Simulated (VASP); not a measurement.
# Co (P6_3/mmc) in VASP: a series of runs

Co is run at these levels: PBE; tasks: single point.

Program: VASP 6.6.1. These are calculated values, not measurements. Logs are shortened: lines on timing, memory, paths and dates and some standing lists are left out, and cuts for length are marked.

### 1 The cell of the first run

Symmetry: P6_3/mmc, No. 194, hexagonal system. The conventional cell has a = 2.458 Å, b = 2.458 Å, c = 3.961 Å, α = 90.00°, β = 90.00°, γ = 120.00°. Within 3.2 Å of Co (site symmetry -6m2) lie 12 Co at 2.44 to 2.46 Å.

### 2 Single point, PBE

The input, INCAR:

```
SYSTEM = Co
PREC = Accurate
ENCUT = 520
EDIFF = 1E-6
ISMEAR = -1
SIGMA = 0.1
LREAL = .False.
LASPH = .True.
NELM = 80
ALGO = Normal
ISIF = 2
LWAVE = .False.
LCHARG = .False.
GGA = PE
NBANDS = 16
```

The input, KPOINTS:

```
regular mesh
0
Gamma
  7 7 4
  0 0 0
```

The input, POSCAR:

```
Co
1.0
    2.4583936733      0.0000000000      0.0000000000
   -1.2291968366      2.1290313736      0.0000000000
    0.0000000000      0.0000000000      3.9606917934
Co
2
Direct
    0.3333333333      0.6666666667      0.2500000000
    0.6666666667      0.3333333333      0.7500000000
```

Potentials or basis: VASP PAW PBE potentials, release 64 (Co).

The run is started by

```console
> cat potpaw_PBE.64/Co/POTCAR > POTCAR
> mpirun -np 1 vasp_std > vasp.out
```

OUTCAR:

```text
SYSTEM = Co
   PREC = Accurate
   ENCUT = 520
   EDIFF = 1E-6
   ISMEAR = -1
   LREAL = .False.
   LASPH = .True.
   NELM = 80
   ISIF = 2
   GGA = PE

 ion  position               nearest neighbor table
   1  0.333  0.667  0.250-   2 2.44   2 2.44   2 2.44   2 2.44   2 2.44   2 2.44
   2  0.667  0.333  0.750-   1 2.44   1 2.44   1 2.44   1 2.44   1 2.44   1 2.44

  LATTYP: Found a hexagonal cell.
 ALAT       =     2.4583936733
 C/A-ratio  =     1.6110893208

  Lattice vectors:

 A1 = (   2.4583936733,   0.0000000000,   0.0000000000)
 A2 = (  -1.2291968366,   2.1290313736,   0.0000000000)
 A3 = (   0.0000000000,   0.0000000000,   3.9606917934)

Analysis of symmetry for initial positions (statically):
=====================================================================
 Subroutine PRICEL returns:
 Original cell was already a primitive cell.

 Routine SETGRP: Setting up the symmetry group for a
 hexagonal supercell.

 Subroutine GETGRP returns: Found 24 space group operations
 (whereof 12 operations were pure point group operations)
 out of a pool of 24 trial point group operations.

The static configuration has the point symmetry D_3d.
 The point group associated with its full space group is D_6h.

Analysis of symmetry for dynamics (positions and initial velocities):
=====================================================================
 Subroutine PRICEL returns:
 Original cell was already a primitive cell.

 Routine SETGRP: Setting up the symmetry group for a
 hexagonal supercell.

 Subroutine GETGRP returns: Found 24 space group operations
 (whereof 12 operations were pure point group operations)
 out of a pool of 24 trial point group operations.

The dynamic configuration has the point symmetry D_3d.
 The point group associated with its full space group is D_6h.

 Subroutine INISYM returns: Found 24 space group operations
 (whereof 12 operations are pure point group operations),
 and found     1 'primitive' translations

----------------------------------------------------------------------------------------

                                     Primitive cell

  volume of cell :      20.7302

  direct lattice vectors                    reciprocal lattice vectors
     2.458393673  0.000000000  0.000000000     0.406769677  0.234848582  0.000000000
    -1.229196837  2.129031374  0.000000000     0.000000000  0.469697165  0.000000000
     0.000000000  0.000000000  3.960691793     0.000000000  0.000000000  0.252481145

[... 81 lines left out ...]
   NELM   =     80;   NELMIN=  2; NELMDL= -5     # of ELM steps
   EDIFF  = 0.1E-05   stopping-criterion for ELM
   LREAL  =      F    real-space projection
   EDIFFG = 0.1E-04   stopping-criterion for IOM
   NSW    =      0    number of steps for IOM
   IBRION =     -1    ionic relax: 0-MD 1-quasi-New 2-CG
   NFREE  =      0    steps in history (QN), initial steepest desc. (CG)
   ISIF   =      2    stress and relaxation
   ISYM   =      2    0-nonsym 1-usesym 2-fastsym
   POTIM  = 0.5000    time-step for ionic-motion
   TEBEG  =    0.0;   TEEND  =   0.0 temperature during run
   PSTRESS=    0.0 pullay stress
   NELECT =      18.0000    total number of electrons
   NUPDOWN=      -1.0000    fix difference up-down
   EMIN   =  10.00;   EMAX   =-10.00  energy-range for DOS
   EFERMI =   0.00;   METHOD = LEGACY
   ISMEAR =    -1;   SIGMA  =   0.10  broadening in eV -4-tet -1-fermi 0-gaus
   EFERMI_NEDOS =   21; number of points for ismear=-14 and -15
   IALGO  =     38    algorithm
   IMIX   =      4    mixing-type and parameters
     AMIX     =   0.40;   BMIX     =  1.00
     AMIX_MAG =   1.60;   BMIX_MAG =  1.00
  volume/ion in A,a.u.               =      10.37        69.95
  Fermi-wavevector in a.u.,A,eV,Ry     =   1.561819  2.951411 33.188418  2.439280
  Thomas-Fermi vector in A             =   2.664829
   LORBIT       =      0    0 simple, 1 ext, 2 COOP (PROOUT), +10 PAW based schemes
   GGA     = PE    functional components
   LHFCALC =     F    Hartree Fock is set to
   AEXX    =    0.0000 exact exchange contribution
   IVDW    =     0    specifies the selected vdW correction
   LEPSILON=     F    determine dielectric tensor
   LRPA    =     F    only Hartree local field effects (RPA)
 non-spin polarized calculation
  energy-cutoff  :      520.00
  volume of cell :       20.73
 maximum number of plane-waves:       573
 NGX is ok and might be reduce to    18
   NGX =  9   NGY =  9   NGZ = 15

 number of electron      17.9999975 magnetization

 Free energy of the ion-electron system (eV)
  ---------------------------------------------------
  ext. energy  EPLUGINS =         0.00000000
  ---------------------------------------------------
  free energy    TOTEN  =       -13.75251376 eV

  energy without entropy =      -13.59702189  energy(sigma->0) =      -13.67476783

 E-fermi :  10.8441     XC(G=0): -13.6928

 val. band max:       10.8274348778   @ k =   0.0000   0.0000   0.0000
 cond. band min:      10.8607578987   @ k =   0.1429   0.0000   0.5000
 fundamental gap:      0.0333230209
 Fermi energy:        10.8441392764

 k-point     1 :       0.0000    0.0000    0.0000
  band No.  band energies     occupation
      1       1.7294      2.00000
      2       5.9922      2.00000
      3       8.9630      2.00000
      4       8.9630      2.00000
      5       8.9638      2.00000
      6       9.3271      2.00000
[... 433 lines left out ...]
      3       7.9155      2.00000
      4       7.9155      2.00000
      5       8.4340      2.00000
      6       8.4340      2.00000
[... 8 lines left out ...]
     15      21.9866      0.00000
     16      21.9866      0.00000

------------------------ aborting loop because EDIFF is reached ----------------------------------------

  FORCE on cell =-STRESS in cart. coord.  units (eV):
  Direction    XX          YY          ZZ          XY          YZ          ZX
  --------------------------------------------------------------------------------------
  -------------------------------------------------------------------------------------
  Total       -0.2585445     -0.2585445      0.0891743     -0.0000000      0.0000000      0.0000000
  in kB      -19.9821103    -19.9821103      6.8920108     -0.0000000      0.0000000      0.0000000
  external PRESSURE =     -11.0240699 kB  Pullay stress =       0.0000000 kB

 VOLUME and BASIS-vectors are now :
 -----------------------------------------------------------------------------
  energy-cutoff  :      520.00
  volume of cell :       20.73
      direct lattice vectors                 reciprocal lattice vectors
     2.458393673  0.000000000  0.000000000     0.406769677  0.234848582  0.000000000
    -1.229196837  2.129031374  0.000000000     0.000000000  0.469697165  0.000000000
     0.000000000  0.000000000  3.960691793     0.000000000  0.000000000  0.252481145

 POSITION                                       TOTAL-FORCE (eV/Angst)
 -----------------------------------------------------------------------------------
     -0.00000      1.41935      0.99017        -0.000000     -0.000000      0.000000
      1.22920      0.70968      2.97052         0.000000      0.000000      0.000000
 -----------------------------------------------------------------------------------
    total drift:                               -0.000000     -0.000000     -0.000000

  FREE ENERGIE OF THE ION-ELECTRON SYSTEM (eV)
  ---------------------------------------------------
  free  energy   TOTEN  =       -13.7525137645 eV

  energy  without entropy=      -13.5970218890  energy(sigma->0) =      -13.67476783
```

OSZICAR:

```text
N       E                     dE             d eps       ncg     rms          rms(c)
DAV:   1     0.757434487124E+02    0.75743E+02   -0.85967E+03   784   0.156E+03
DAV:   2    -0.139441145041E+02   -0.89688E+02   -0.82290E+02   768   0.241E+02
DAV:   3    -0.162814171835E+02   -0.23373E+01   -0.22722E+01   992   0.532E+01
DAV:   4    -0.163185350208E+02   -0.37118E-01   -0.37111E-01  1072   0.510E+00
DAV:   5    -0.163189604542E+02   -0.42543E-03   -0.42543E-03   960   0.517E-01    0.148E+01
DAV:   6    -0.141872923916E+02    0.21317E+01   -0.11128E+01   840   0.712E+01    0.503E+00
DAV:   7    -0.137954072100E+02    0.39189E+00   -0.15550E+00   880   0.251E+01    0.192E+00
DAV:   8    -0.137584166897E+02    0.36991E-01   -0.22143E-02  1224   0.271E+00    0.613E-01
DAV:   9    -0.137525099202E+02    0.59068E-02   -0.12294E-03  1112   0.397E-01    0.570E-02
DAV:  10    -0.137525130716E+02   -0.31514E-05   -0.72417E-05   920   0.943E-02    0.338E-02
DAV:  11    -0.137525137645E+02   -0.69289E-06   -0.30142E-06   960   0.311E-02
   1 F= -.13752514E+02 E0= -.13674768E+02  d E =-.155492E+00
```

It took 8.3 s on 1 thread of Intel Xeon 8259CL, shared host; peak memory 0.13 GiB.

Results:

```
Free energy            : -13.7525 eV
Pressure               : -1.1 GPa
Band gap on the k mesh : zero (band 9 reaches 11.13 eV, above the bottom of band 10 at 9.65 eV)
```

Stress tensor (GPa, compression positive):
```
-2.00  0.00  0.00
 0.00 -2.00  0.00
 0.00  0.00  0.69
```

Caveat: the k points lie up to 0.42 Å⁻¹ apart; the run has no spin polarisation, though such a crystal can be magnetic. Spin polarisation is off, so any magnetic state and its effect on volume and gap are missing.

### 3 Single point, PBE

The input, INCAR:

```
SYSTEM = Co
PREC = Accurate ; ENCUT = 520
EDIFF = 1E-6 ; ISMEAR = -1
SIGMA = 0.1 ; LREAL = .FALSE.
LASPH = .TRUE. ; NELM = 80
ALGO = Normal ; ISIF = 2
LWAVE = .FALSE. ; LCHARG = .FALSE.
GGA = PE ; NBANDS = 16
```

The input, KPOINTS:

```
regular mesh
0
G
  9 9 5
  0 0 0
```

POSCAR is that of step 2.

Potentials or basis: VASP PAW PBE potentials, release 64 (Co).

The run is started by

```console
> cat potpaw_PBE.64/Co/POTCAR > POTCAR
> mpirun -np 1 vasp_std > vasp.out
```

Run time: 15 s. Hardware: 1 thread of Intel Xeon 8259CL, shared host; peak memory 0.13 GiB.

The run converged. Its results:

```yaml
Free_energy: -13.7247 eV
Pressure: -0.6 GPa
Band_gap_on_the_k_mesh: zero (band 9 reaches 11.21 eV, above the bottom of band 10 at 9.74 eV)
```

Stress tensor (GPa, compression positive):
```
-0.71  0.00  0.00
 0.00 -0.71  0.00
 0.00  0.00 -0.41
```

Levels at points of the mesh, in eV from the Fermi level:
| k point | band 7 | band 8 | band 9 | band 10 | band 11 | band 12 |
| --- | --- | --- | --- | --- | --- | --- |
| (0.00, 0.00, 0.00) | -1.50 | -1.13 | -1.13 | -0.03 | 0.12 | 0.12 |

Caveat: the run has no spin polarisation, though such a crystal can be magnetic. Spin polarisation is off, so any magnetic state and its effect on volume and gap are missing.
